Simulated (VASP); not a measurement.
# In (I4/mmm) in VASP: further runs

In is run at these levels: PBE; tasks: single point.

All numbers are computed with VASP 6.6.1; they aren't measurements. Logs are shortened: lines on timing, memory, paths and dates and some standing lists are left out, and cuts for length are marked.

### Step 1. The cell of the first run

It takes space group I4/mmm (No. 139, tetragonal). The conventional cell has a = 3.382 Å, b = 3.382 Å, c = 4.231 Å, α = 90.00°, β = 90.00°, γ = 90.00°. In (site symmetry 4/mmm) has 14 In at 3.19 to 4.23 Å within 4.3 Å.

### Step 2. Single point, PBE (24.19 Å³/atom)

File INCAR:

```
SYSTEM = In
PREC     = Accurate       ! precision mode
ENCUT    = 520            ! plane-wave cutoff, eV
EDIFF    = 1E-7           ! SCF threshold, eV
ISMEAR   = 0              ! smearing method
SIGMA    = 0.15           ! smearing width, eV
LREAL    = .False.        ! projectors in reciprocal space
LASPH    = .True.         ! aspherical terms in the spheres
NELM     = 80             ! most SCF steps
ALGO     = Fast           ! electronic algorithm
ISIF     = 2              ! what is computed and relaxed
LWAVE    = .False.        ! write WAVECAR
LCHARG   = .False.        ! write CHGCAR
GGA      = PE             ! functional
NBANDS   = 12             ! bands
```

File KPOINTS:

```
regular mesh
0
Gamma
  20 20 20
  0 0 0
```

File POSCAR:

```
In
1.0
   -1.6909925627      1.6909925627      2.1152625967
    1.6909925627     -1.6909925627      2.1152625967
    1.6909925627      1.6909925627     -2.1152625967
In
1
Direct
    0.0000000000      0.0000000000      0.0000000000
```

Potentials or basis: VASP PAW PBE potentials, release 64 (In_d).

The run is started by

```
$ cat potpaw_PBE.64/In_d/POTCAR > POTCAR
$ mpirun -np 1 vasp_std > vasp.out
```

OUTCAR:

```text
SYSTEM = In
   PREC = Accurate
   ENCUT = 520
   EDIFF = 1E-7
   ISMEAR = 0
   LREAL = .False.
   LASPH = .True.
   NELM = 80
   ISIF = 2
   GGA = PE

 ion  position               nearest neighbor table
   1  0.000  0.000  0.000-

  LATTYP: Found a body centered tetragonal cell.
 ALAT       =     3.3819851254
 C/A-ratio  =     1.2509000000

  Lattice vectors:

 A1 = (  -1.6909925627,   1.6909925627,   2.1152625967)
 A2 = (   1.6909925627,  -1.6909925627,   2.1152625967)
 A3 = (   1.6909925627,   1.6909925627,  -2.1152625967)

Analysis of symmetry for initial positions (statically):
=====================================================================
 Subroutine PRICEL returns:
 Original cell was already a primitive cell.

 Routine SETGRP: Setting up the symmetry group for a
 body centered tetragonal supercell.

 Subroutine GETGRP returns: Found 16 space group operations
 (whereof 16 operations were pure point group operations)
 out of a pool of 16 trial point group operations.

The static configuration has the point symmetry D_4h.

Analysis of symmetry for dynamics (positions and initial velocities):
=====================================================================
 Subroutine PRICEL returns:
 Original cell was already a primitive cell.

 Routine SETGRP: Setting up the symmetry group for a
 body centered tetragonal supercell.

 Subroutine GETGRP returns: Found 16 space group operations
 (whereof 16 operations were pure point group operations)
 out of a pool of 16 trial point group operations.

The dynamic configuration has the point symmetry D_4h.

 Subroutine INISYM returns: Found 16 space group operations
 (whereof 16 operations are pure point group operations),
 and found     1 'primitive' translations

----------------------------------------------------------------------------------------

                                     Primitive cell

  volume of cell :      24.1940

  direct lattice vectors                    reciprocal lattice vectors
    -1.690992563  1.690992563  2.115262597     0.000000000  0.295684328  0.236377271
     1.690992563 -1.690992563  2.115262597     0.295684328  0.000000000  0.236377271
     1.690992563  1.690992563 -2.115262597     0.295684328  0.295684328  0.000000000

  length of vectors
     3.192686572  3.192686572  3.192686572     0.378554403  0.378554403  0.418160787

  position of ions in fractional coordinates (direct lattice)
     0.000000000  0.000000000  0.000000000

  ion indices of the primitive-cell ions
   primitive index   ion index
[... 82 lines left out ...]
   TEBEG  =    0.0;   TEEND  =   0.0 temperature during run
   PSTRESS=    0.0 pullay stress
   NELECT =      13.0000    total number of electrons
   NUPDOWN=      -1.0000    fix difference up-down
   EMIN   =  10.00;   EMAX   =-10.00  energy-range for DOS
   EFERMI =   0.00;   METHOD = LEGACY
   ISMEAR =     0;   SIGMA  =   0.15  broadening in eV -4-tet -1-fermi 0-gaus
   EFERMI_NEDOS =   21; number of points for ismear=-14 and -15
   IALGO  =     68    algorithm
   IMIX   =      4    mixing-type and parameters
     AMIX     =   0.40;   BMIX     =  1.00
     AMIX_MAG =   1.60;   BMIX_MAG =  1.00
  volume/ion in A,a.u.               =      24.19       163.27
  Fermi-wavevector in a.u.,A,eV,Ry     =   1.330924  2.515082 24.100813  1.771360
  Thomas-Fermi vector in A             =   2.459974
   LORBIT       =      0    0 simple, 1 ext, 2 COOP (PROOUT), +10 PAW based schemes
   GGA     = PE    functional components
   LHFCALC =     F    Hartree Fock is set to
   AEXX    =    0.0000 exact exchange contribution
   IVDW    =     0    specifies the selected vdW correction
   LEPSILON=     F    determine dielectric tensor
   LRPA    =     F    only Hartree local field effects (RPA)
 non-spin polarized calculation
 RMM-DIIS sequential band-by-band and
 Gauss-broadening in eV      SIGMA  =   0.15
  energy-cutoff  :      520.00
  volume of cell :       24.19
 maximum number of plane-waves:       675
   NGX = 11   NGY = 11   NGZ = 11

 number of electron      12.9999996 magnetization

 Free energy of the ion-electron system (eV)
  ---------------------------------------------------
  ext. energy  EPLUGINS =         0.00000000
  ---------------------------------------------------
  free energy    TOTEN  =        -2.50085814 eV

  energy without entropy =       -2.49583929  energy(sigma->0) =       -2.49834872

 E-fermi :   8.4526     XC(G=0): -10.6314

 val. band max:        8.4516072403   @ k =  -0.4000   0.1000   0.0000
 cond. band min:       8.4604507367   @ k =  -0.3000   0.4000   0.2000
 fundamental gap:      0.0088434964
 Fermi energy:         8.4525510715

 k-point     1 :       0.0000    0.0000    0.0000
  band No.  band energies     occupation
      1      -6.3400      2.00000
      2      -6.3400      2.00000
      3      -6.1734      2.00000
      4      -6.1630      2.00000
      5      -5.9968      2.00000
      6      -1.6574      2.00000
      7      19.6563      0.00000
      8      19.9481      0.00000
      9      19.9481      0.00000
     10      20.3031      0.00000
     11      23.2311      0.00000
     12      23.2411      0.00000
[... 331 lines left out ...]
 k-point    24 :      -0.3500    0.0500   -0.0000
  band No.  band energies     occupation
      1      -6.3569      2.00000
      2      -6.3266      2.00000
      3      -6.1627      2.00000
      4      -5.9869      2.00000
      5      -5.9500      2.00000
      6       1.0294      2.00000
      7       9.2553      0.00000
      8      16.7149      0.00000
      9      17.6393      0.00000
     10      19.9739      0.00000
     11      21.3158      0.00000
     12      21.7310      0.00000

 [... further k-points ...]

------------------------ aborting loop because EDIFF is reached ----------------------------------------

  FORCE on cell =-STRESS in cart. coord.  units (eV):
  Direction    XX          YY          ZZ          XY          YZ          ZX
  --------------------------------------------------------------------------------------
  -------------------------------------------------------------------------------------
  Total        0.9092190      0.9092190      1.0111226      0.0000000     -0.0000000      0.0000000
  in kB       60.2103871     60.2103871     66.9586576      0.0000000     -0.0000000      0.0000000
  external PRESSURE =      62.4598106 kB  Pullay stress =       0.0000000 kB

 VOLUME and BASIS-vectors are now :
 -----------------------------------------------------------------------------
  energy-cutoff  :      520.00
  volume of cell :       24.19
      direct lattice vectors                 reciprocal lattice vectors
    -1.690992563  1.690992563  2.115262597     0.000000000  0.295684328  0.236377271
     1.690992563 -1.690992563  2.115262597     0.295684328  0.000000000  0.236377271
     1.690992563  1.690992563 -2.115262597     0.295684328  0.295684328  0.000000000

 POSITION                                       TOTAL-FORCE (eV/Angst)
 -----------------------------------------------------------------------------------
      0.00000      0.00000      0.00000        -0.000000      0.000000     -0.000000
 -----------------------------------------------------------------------------------
    total drift:                               -0.000000      0.000000      0.000000

  FREE ENERGIE OF THE ION-ELECTRON SYSTEM (eV)
  ---------------------------------------------------
  free  energy   TOTEN  =        -2.5008581362 eV

  energy  without entropy=       -2.4958392946  energy(sigma->0) =       -2.49834872
```

OSZICAR:

```text
N       E                     dE             d eps       ncg     rms          rms(c)
DAV:   1     0.786648614071E+02    0.78665E+02   -0.62912E+03 15656   0.141E+03
DAV:   2     0.120430804612E+01   -0.77461E+02   -0.75252E+02 16164   0.294E+02
DAV:   3    -0.245059059099E+01   -0.36549E+01   -0.36431E+01 18280   0.643E+01
DAV:   4    -0.253185023595E+01   -0.81260E-01   -0.81235E-01 19260   0.940E+00
DAV:   5    -0.253555336802E+01   -0.37031E-02   -0.37030E-02 21016   0.178E+00    0.272E+00
RMM:   6    -0.250702218977E+01    0.28531E-01   -0.33547E-02 19041   0.292E+00    0.145E+00
RMM:   7    -0.250106443255E+01    0.59578E-02   -0.13723E-02 18280   0.156E+00    0.294E-01
RMM:   8    -0.250078178619E+01    0.28265E-03   -0.18017E-03 21190   0.644E-01    0.699E-02
RMM:   9    -0.250084751201E+01   -0.65726E-04   -0.61985E-04 23868   0.263E-01    0.584E-02
RMM:  10    -0.250085162116E+01   -0.41092E-05   -0.16139E-04 21978   0.221E-01    0.841E-03
RMM:  11    -0.250085743523E+01   -0.58141E-05   -0.71884E-05 25520   0.891E-02    0.138E-02
RMM:  12    -0.250086016507E+01   -0.27298E-05   -0.11985E-05 23364   0.442E-02    0.522E-02
RMM:  13    -0.250085818734E+01    0.19777E-05   -0.64296E-06 19778   0.414E-02    0.144E-02
RMM:  14    -0.250085809752E+01    0.89825E-07   -0.24088E-06 22647   0.152E-02    0.124E-03
RMM:  15    -0.250085813624E+01   -0.38727E-07   -0.29621E-07 12968   0.529E-03
   1 F= -.25008581E+01 E0= -.24983487E+01  d E =-.501884E-02
```

stdout:

```text
POSCAR found type information on POSCAR In
 POSCAR found :  1 types and       1 ions
 scaLAPACK will be used
 LDA part: xc-table for (Slater+PW92), standard interpolation
 POSCAR, INCAR and KPOINTS ok, starting setup
 FFT: planning ... GRIDC
 FFT: planning ... GRID_SOFT
 FFT: planning ... GRID
 WAVECAR not read
 entering main loop
WARNING in EDDRMM: call to ZHEGV failed, returncode =   8  4     10
WARNING in EDDRMM: call to ZHEGV failed, returncode =   6  3     10
WARNING in EDDRMM: call to ZHEGV failed, returncode =   8  4     10
WARNING in EDDRMM: call to ZHEGV failed, returncode =   6  3     10
WARNING in EDDRMM: call to ZHEGV failed, returncode =   8  4     10
WARNING in EDDRMM: call to ZHEGV failed, returncode =   8  4     10
WARNING in EDDRMM: call to ZHEGV failed, returncode =   8  4     12
WARNING in EDDRMM: call to ZHEGV failed, returncode =   6  3     10
WARNING in EDDRMM: call to ZHEGV failed, returncode =   8  4     12
WARNING in EDDRMM: call to ZHEGV failed, returncode =   6  3     11
```

It took 60 s on 1 thread of Intel Xeon 6975P-C (Granite Rapids), shared host; peak memory 0.29 GiB.

Results:

```yaml
Free_energy: -2.5009 eV
Pressure: 6.2 GPa
Band_gap_on_the_k_mesh: zero (an odd number of electrons rules out a gap without spin polarisation)
```

Stress tensor (GPa, compression positive):
```
6.02 0.00 0.00
0.00 6.02 0.00
0.00 0.00 6.70
```

Levels at points of the mesh, in eV from the Fermi level:
```csv
k point,band 4,band 5,band 6,band 7,band 8,band 9
"(0.00, 0.00, 0.00)",-14.62,-14.45,-10.11,11.20,11.50,11.50
"(0.50, 0.00, 0.00)",-14.38,-14.29,-4.31,-3.71,7.83,9.04
"(0.50, 0.50, 0.00)",-14.36,-14.24,-2.90,-2.67,4.63,5.23
"(0.50, 0.50, 0.50)",-14.28,-14.28,-1.44,-0.36,3.06,3.06
```

Caveat: the cell stands under pressure; spin-orbit coupling is left out, which moves the levels of the heavy elements.

(Continued in part 2 of 2.)

The gap in the log of VASP goes by the Fermi energy; the results here count the filled bands.